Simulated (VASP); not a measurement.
Input of a VASP 6.6.1 run:

INCAR

```
SYSTEM = TePb
PREC = Accurate
ENCUT = 520
EDIFF = 1E-8
ISMEAR = -1
SIGMA = 0.03
LREAL = .False.
LASPH = .True.
NELM = 100
ALGO = Normal
ISIF = 2
LWAVE = .False.
LCHARG = .False.
GGA = PS
LEFG = .True.
NBANDS = 17
```

KPOINTS

```
regular mesh
0
Gamma
  10 10 10
  0 0 0
```

Contents of POSCAR:

```
TePb
1.0
    0.0000000000      3.2162072772      3.2162072772
    3.2162072772      0.0000000000      3.2162072772
    3.2162072772      3.2162072772      0.0000000000
Te Pb
1 1
Direct
    0.5000000000      0.5000000000      0.5000000000
    0.0000000000      0.0000000000      0.0000000000
```

Potentials or basis: VASP PAW PBE potentials, release 64 (Te, Pb_d).

Command:

```sh
$ cat potpaw_PBE.64/Te/POTCAR potpaw_PBE.64/Pb_d/POTCAR > POTCAR
$ mpirun -np 1 vasp_std > vasp.out
```

(1) Estimate the band gap on the k mesh.

(2) Predict the pressure.

Results:

(1) 0.64 eV, direct.

(2) 0.2 GPa.

Caveat: without QUAD_EFG the Cq values of the log hold for a quadrupole moment of 1 mb, not for the nuclei; the PAW data sets were made with another functional, which shifts forces and pressure a little; spin-orbit coupling is left out, which moves the levels of the heavy elements.
